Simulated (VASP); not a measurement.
# SnTe (Fm-3m) in VASP: a series of runs

The runs below take SnTe through electric field gradients, with PBE.

All numbers are computed with VASP 6.6.1; they aren't measurements. Logs are shortened: lines on timing, memory, paths and dates and some standing lists are left out, and cuts for length are marked.

## Step 1: The cell of the first run

Symmetry: Fm-3m, No. 225, cubic system. Conventional cell: a = 6.271 Å, b = 6.271 Å, c = 6.271 Å, α = 90.00°, β = 90.00°, γ = 90.00°. Within 4.1 Å of Sn (site symmetry m-3m) lie 6 Te at 3.14 Å. Within 4.1 Å of Te (site symmetry m-3m) lie 6 Sn at 3.14 Å.

## Step 2: Electric field gradients, PBE (volume scaled by 0.98)

File INCAR:

```
SYSTEM = SnTe
PREC = Accurate
ENCUT = 520
EDIFF = 1E-8
ISMEAR = -1
SIGMA = 0.08
LREAL = .FALSE.
LASPH = .TRUE.
NELM = 80
ALGO = Normal
ISIF = 2
LWAVE = .FALSE.
LCHARG = .FALSE.
GGA = PE
LEFG = .TRUE.
NBANDS = 17
```

File KPOINTS:

```
Automatic mesh
0
G
  11 11 11
  0 0 0
```

File POSCAR:

```
SnTe
1.0
    0.0000000000      3.1353147979      3.1353147979
    3.1353147979      0.0000000000      3.1353147979
    3.1353147979      3.1353147979      0.0000000000
Sn Te
1 1
Direct
    0.0000000000      0.0000000000      0.0000000000
    0.5000000000      0.5000000000      0.5000000000
```

Potentials or basis: VASP PAW PBE potentials, release 64 (Sn_d, Te).

Run with:

```bash
> cat potpaw_PBE.64/Sn_d/POTCAR potpaw_PBE.64/Te/POTCAR > POTCAR
> mpirun -np 1 vasp_std > vasp.out
```

OUTCAR:

```text
SYSTEM = SnTe
   PREC = Accurate
   ENCUT = 520
   EDIFF = 1E-8
   ISMEAR = -1
   LREAL = .FALSE.
   LASPH = .TRUE.
   NELM = 80
   ISIF = 2
   GGA = PE

 ion  position               nearest neighbor table
   1  0.000  0.000  0.000-   2 3.14   2 3.14   2 3.14   2 3.14   2 3.14   2 3.14
   2  0.500  0.500  0.500-   1 3.14   1 3.14   1 3.14   1 3.14   1 3.14   1 3.14

  LATTYP: Found a face centered cubic cell.
 ALAT       =     6.2706295958

  Lattice vectors:

 A1 = (   0.0000000000,   3.1353147979,   3.1353147979)
 A2 = (   3.1353147979,   0.0000000000,   3.1353147979)
 A3 = (   3.1353147979,   3.1353147979,   0.0000000000)

Analysis of symmetry for initial positions (statically):
=====================================================================
 Subroutine PRICEL returns:
 Original cell was already a primitive cell.

 Routine SETGRP: Setting up the symmetry group for a
 face centered cubic supercell.

 Subroutine GETGRP returns: Found 48 space group operations
 (whereof 48 operations were pure point group operations)
 out of a pool of 48 trial point group operations.

The static configuration has the point symmetry O_h .

Analysis of symmetry for dynamics (positions and initial velocities):
=====================================================================
 Subroutine PRICEL returns:
 Original cell was already a primitive cell.

 Routine SETGRP: Setting up the symmetry group for a
 face centered cubic supercell.

 Subroutine GETGRP returns: Found 48 space group operations
 (whereof 48 operations were pure point group operations)
 out of a pool of 48 trial point group operations.

The dynamic configuration has the point symmetry O_h .

 Subroutine INISYM returns: Found 48 space group operations
 (whereof 48 operations are pure point group operations),
 and found     1 'primitive' translations

----------------------------------------------------------------------------------------

                                     Primitive cell

  volume of cell :      61.6415

  direct lattice vectors                    reciprocal lattice vectors
     0.000000000  3.135314798  3.135314798    -0.159473620  0.159473620  0.159473620
[... 115 lines left out ...]
   LEPSILON=     F    determine dielectric tensor
   LRPA    =     F    only Hartree local field effects (RPA)
 non-spin polarized calculation
  energy-cutoff  :      520.00
  volume of cell :       61.64
 maximum number of plane-waves:      1679
 NGX is ok and might be reduce to    36
   NGX = 17   NGY = 17   NGZ = 17

 number of electron      19.9999997 magnetization

 Free energy of the ion-electron system (eV)
  ---------------------------------------------------
  ext. energy  EPLUGINS =         0.00000000
  ---------------------------------------------------
  free energy    TOTEN  =        -7.52823828 eV

  energy without entropy =       -7.52639090  energy(sigma->0) =       -7.52731459

 E-fermi :   7.1752     XC(G=0):  -9.5604

 val. band max:        7.0142336532   @ k =   0.4545   0.0000   0.0000
 cond. band min:       7.4490806548   @ k =   0.4545   0.0000   0.0000
 fundamental gap:      0.4348470016
 Fermi energy:         7.1751736666

 k-point     1 :       0.0000    0.0000    0.0000
  band No.  band energies     occupation
      1     -14.7624      2.00000
      2     -14.7624      2.00000
      3     -14.7558      2.00000
      4     -14.7558      2.00000
      5     -14.7558      2.00000
      6      -5.7698      2.00000
[... 457 lines left out ...]
      4     -14.7523      2.00000
      5     -14.7506      2.00000
      6      -5.0614      2.00000
[... 9 lines left out ...]
     16      15.0343      0.00000
     17      15.1796      0.00000

 [... further k-points ...]
[... 5 lines left out ...]
  --------------------------------------------------------------------------------------
  -------------------------------------------------------------------------------------
  Total        1.1708056      1.1708056      1.1708056      0.0000000      0.0000000     -0.0000000
  in kB       30.4314001     30.4314001     30.4314001      0.0000000      0.0000000     -0.0000000
  external PRESSURE =      30.4314001 kB  Pullay stress =       0.0000000 kB

 VOLUME and BASIS-vectors are now :
 -----------------------------------------------------------------------------
  energy-cutoff  :      520.00
  volume of cell :       61.64
      direct lattice vectors                 reciprocal lattice vectors
     0.000000000  3.135314798  3.135314798    -0.159473620  0.159473620  0.159473620
     3.135314798  0.000000000  3.135314798     0.159473620 -0.159473620  0.159473620
     3.135314798  3.135314798  0.000000000     0.159473620  0.159473620 -0.159473620

 POSITION                                       TOTAL-FORCE (eV/Angst)
 -----------------------------------------------------------------------------------
      0.00000      0.00000      0.00000         0.000000      0.000000      0.000000
      3.13531      3.13531      3.13531        -0.000000      0.000000     -0.000000
 -----------------------------------------------------------------------------------
    total drift:                               -0.000000      0.000000      0.000000

  FREE ENERGIE OF THE ION-ELECTRON SYSTEM (eV)
  ---------------------------------------------------
  free  energy   TOTEN  =        -7.5282382767 eV

  energy  without entropy=       -7.5263908966  energy(sigma->0) =       -7.52731459

 Electric field gradients (V/A^2)
---------------------------------------------------------------------
 ion       V_xx      V_yy      V_zz      V_xy      V_xz      V_yz
---------------------------------------------------------------------
   1       0.000     0.000     0.000    -0.002    -0.002    -0.002
   2       0.000    -0.000    -0.000     0.000     0.000     0.000
---------------------------------------------------------------------

 Electric field gradients after diagonalization (V/A^2)
 (convention: |V_zz| > |V_xx| > |V_yy|)
----------------------------------------------------------------------
 ion       V_xx      V_yy      V_zz     asymmetry (V_yy - V_xx)/ V_zz
----------------------------------------------------------------------
   1       0.002     0.002    -0.004       0.000
   2      -0.000    -0.000     0.000       0.000
----------------------------------------------------------------------

           NMR quadrupolar parameters

 Cq : quadrupolar parameter    Cq=e*Q*V_zz/h
 eta: asymmetry parameters     (V_yy - V_xx)/ V_zz
 Q  : nuclear electric quadrupole moment in mb (millibarn)
----------------------------------------------------------------------
 ion       Cq(MHz)       eta       Q (mb)
----------------------------------------------------------------------
   1      -0.000       0.000       1.000
   2       0.000       0.000       1.000
----------------------------------------------------------------------
```

OSZICAR:

```text
N       E                     dE             d eps       ncg     rms          rms(c)
DAV:   1     0.126028752660E+03    0.12603E+03   -0.95048E+03  1921   0.136E+03
DAV:   2     0.411698807969E+01   -0.12191E+03   -0.11866E+03  2013   0.334E+02
DAV:   3    -0.724926722335E+01   -0.11366E+02   -0.11269E+02  2482   0.897E+01
DAV:   4    -0.756133032052E+01   -0.31206E+00   -0.31184E+00  2213   0.153E+01
DAV:   5    -0.757376338299E+01   -0.12433E-01   -0.12433E-01  2775   0.299E+00    0.480E+00
DAV:   6    -0.752645359242E+01    0.47310E-01   -0.10836E-01  2614   0.223E+00    0.300E+00
DAV:   7    -0.752801477278E+01   -0.15612E-02   -0.48554E-02  2272   0.108E+00    0.745E-01
DAV:   8    -0.752811779243E+01   -0.10302E-03   -0.69700E-03  2444   0.667E-01    0.177E-01
DAV:   9    -0.752824696953E+01   -0.12918E-03   -0.58752E-04  2623   0.242E-01    0.337E-02
DAV:  10    -0.752823431892E+01    0.12651E-04   -0.10090E-04  2547   0.894E-02    0.153E-02
DAV:  11    -0.752823901169E+01   -0.46928E-05   -0.38594E-05  2355   0.511E-02    0.246E-02
DAV:  12    -0.752823880482E+01    0.20687E-06   -0.22498E-06  2392   0.116E-02    0.158E-02
DAV:  13    -0.752823877152E+01    0.33300E-07   -0.75292E-08  2481   0.177E-03    0.144E-02
DAV:  14    -0.752823860287E+01    0.16865E-06   -0.24104E-07  2452   0.645E-03    0.131E-02
DAV:  15    -0.752823831271E+01    0.29016E-06   -0.21113E-07  2240   0.320E-03    0.431E-03
DAV:  16    -0.752823827823E+01    0.34477E-07   -0.19938E-08  2023   0.823E-04    0.285E-03
DAV:  17    -0.752823827666E+01    0.15707E-08   -0.98319E-10  1091   0.190E-04
   1 F= -.75282383E+01 E0= -.75273146E+01  d E =-.184738E-02
```

It took 31 s on 1 thread of Intel Xeon 6975P-C (Granite Rapids), shared host; peak memory 0.23 GiB.

Results:

- Free energy: -7.5282 eV
- Pressure: 3.0 GPa

Caveat: this odd mesh misses L, where the gap lies, so gap, dielectric constants and Born charges aren't listed; without QUAD_EFG the Cq values of the log hold for a quadrupole moment of 1 mb, not for the nuclei; spin-orbit coupling is left out, which moves the levels of the heavy elements.

## Step 3: Electric field gradients, PBE (volume scaled by 0.99)

File INCAR:

```
PREC     = Accurate       # precision mode
ENCUT    = 520            # plane-wave cutoff, eV
EDIFF    = 1E-8           # SCF threshold, eV
ISMEAR   = -1             # smearing method
SIGMA    = 0.08           # smearing width, eV
LREAL    = F              # projectors in reciprocal space
LASPH    = T              # aspherical terms in the spheres
NELM     = 60             # most SCF steps
ALGO     = Normal         # electronic algorithm
ISIF     = 2              # what is computed and relaxed
LWAVE    = F              # write WAVECAR
LCHARG   = F              # write CHGCAR
GGA      = PE             # functional
LEFG     = T            
NBANDS   = 17             # bands
```

File KPOINTS:

```
Automatic mesh
0
Gamma
  11 11 11
```

File POSCAR:

```
SnTe
1.0
    0.0000000000      3.1459430650      3.1459430650
    3.1459430650      0.0000000000      3.1459430650
    3.1459430650      3.1459430650      0.0000000000
Sn Te
1 1
Direct
    0.0000000000      0.0000000000      0.0000000000
    0.5000000000      0.5000000000      0.5000000000
```

Potentials or basis: VASP PAW PBE potentials, release 64 (Sn_d, Te).

Run with:

```bash
> cat potpaw_PBE.64/Sn_d/POTCAR potpaw_PBE.64/Te/POTCAR > POTCAR
> mpirun -np 1 vasp_std > vasp.out
```

OUTCAR:

```text
PREC = Accurate
   ENCUT = 520
   EDIFF = 1E-8
   ISMEAR = -1
   LREAL = F
   LASPH = T
   NELM = 60
   ISIF = 2
   GGA = PE

 ion  position               nearest neighbor table
   1  0.000  0.000  0.000-   2 3.15   2 3.15   2 3.15   2 3.15   2 3.15   2 3.15
   2  0.500  0.500  0.500-   1 3.15   1 3.15   1 3.15   1 3.15   1 3.15   1 3.15

  LATTYP: Found a face centered cubic cell.
 ALAT       =     6.2918861300

  Lattice vectors:

 A1 = (   0.0000000000,   3.1459430650,   3.1459430650)
 A2 = (   3.1459430650,   0.0000000000,   3.1459430650)
 A3 = (   3.1459430650,   3.1459430650,   0.0000000000)

Analysis of symmetry for initial positions (statically):
=====================================================================
 Subroutine PRICEL returns:
 Original cell was already a primitive cell.

 Routine SETGRP: Setting up the symmetry group for a
 face centered cubic supercell.

 Subroutine GETGRP returns: Found 48 space group operations
[... 667 lines left out ...]
  volume of cell :       62.27
      direct lattice vectors                 reciprocal lattice vectors
     0.000000000  3.145943065  3.145943065    -0.158934853  0.158934853  0.158934853
     3.145943065  0.000000000  3.145943065     0.158934853 -0.158934853  0.158934853
     3.145943065  3.145943065  0.000000000     0.158934853  0.158934853 -0.158934853

 POSITION                                       TOTAL-FORCE (eV/Angst)
 -----------------------------------------------------------------------------------
      0.00000      0.00000      0.00000         0.000000      0.000000      0.000000
      3.14594      3.14594      3.14594        -0.000000     -0.000000     -0.000000
 -----------------------------------------------------------------------------------
    total drift:                               -0.000000      0.000000      0.000000

  FREE ENERGIE OF THE ION-ELECTRON SYSTEM (eV)
  ---------------------------------------------------
  free  energy   TOTEN  =        -7.5392612680 eV

  energy  without entropy=       -7.5375359769  energy(sigma->0) =       -7.53839862

 Electric field gradients (V/A^2)
---------------------------------------------------------------------
 ion       V_xx      V_yy      V_zz      V_xy      V_xz      V_yz
---------------------------------------------------------------------
   1       0.000     0.000    -0.000    -0.002    -0.002    -0.002
   2       0.000    -0.000    -0.000     0.000     0.000     0.000
---------------------------------------------------------------------

 Electric field gradients after diagonalization (V/A^2)
 (convention: |V_zz| > |V_xx| > |V_yy|)
----------------------------------------------------------------------
 ion       V_xx      V_yy      V_zz     asymmetry (V_yy - V_xx)/ V_zz
----------------------------------------------------------------------
   1       0.002     0.002    -0.004       0.000
   2      -0.000    -0.000     0.000       0.000
----------------------------------------------------------------------

           NMR quadrupolar parameters

 Cq : quadrupolar parameter    Cq=e*Q*V_zz/h
 eta: asymmetry parameters     (V_yy - V_xx)/ V_zz
 Q  : nuclear electric quadrupole moment in mb (millibarn)
----------------------------------------------------------------------
 ion       Cq(MHz)       eta       Q (mb)
----------------------------------------------------------------------
   1      -0.000       0.000       1.000
   2       0.000       0.000       1.000
----------------------------------------------------------------------
```

OSZICAR:

```text
N       E                     dE             d eps       ncg     rms          rms(c)
DAV:   1     0.124426304673E+03    0.12443E+03   -0.96335E+03  1929   0.136E+03
DAV:   2     0.410114576404E+01   -0.12033E+03   -0.11700E+03  2043   0.332E+02
DAV:   3    -0.725459937655E+01   -0.11356E+02   -0.11242E+02  2381   0.891E+01
DAV:   4    -0.757484932998E+01   -0.32025E+00   -0.32008E+00  2192   0.156E+01
DAV:   5    -0.758739997714E+01   -0.12551E-01   -0.12550E-01  2801   0.301E+00    0.467E+00
DAV:   6    -0.753738599438E+01    0.50014E-01   -0.11563E-01  2496   0.226E+00    0.292E+00
DAV:   7    -0.753893184203E+01   -0.15458E-02   -0.50002E-02  2346   0.110E+00    0.771E-01
DAV:   8    -0.753914498926E+01   -0.21315E-03   -0.70471E-03  2479   0.669E-01    0.173E-01
DAV:   9    -0.753926310931E+01   -0.11812E-03   -0.60516E-04  2653   0.241E-01    0.333E-02
DAV:  10    -0.753925649572E+01    0.66136E-05   -0.10121E-04  2513   0.862E-02    0.158E-02
DAV:  11    -0.753926218784E+01   -0.56921E-05   -0.40468E-05  2351   0.502E-02    0.256E-02
DAV:  12    -0.753926196076E+01    0.22708E-06   -0.22719E-06  2264   0.104E-02    0.175E-02
DAV:  13    -0.753926192170E+01    0.39060E-07   -0.66363E-08  2633   0.170E-03    0.162E-02
DAV:  14    -0.753926156235E+01    0.35934E-06   -0.49019E-07  2559   0.764E-03    0.115E-02
DAV:  15    -0.753926126714E+01    0.29522E-06   -0.29890E-07  2402   0.374E-03    0.351E-03
DAV:  16    -0.753926126800E+01   -0.85856E-09   -0.15066E-08  1789   0.592E-04
   1 F= -.75392613E+01 E0= -.75383986E+01  d E =-.172529E-02
```

It took 29 s on 1 thread of Intel Xeon 6975P-C (Granite Rapids), shared host; peak memory 0.23 GiB.

Results:

```yaml
Free_energy: -7.5393 eV
Pressure: 2.5 GPa
```

Caveat: this odd mesh misses L, where the gap lies, so gap, dielectric constants and Born charges aren't listed; without QUAD_EFG the Cq values of the log hold for a quadrupole moment of 1 mb, not for the nuclei; spin-orbit coupling is left out, which moves the levels of the heavy elements.

(Part 1 of 2 ends here.)
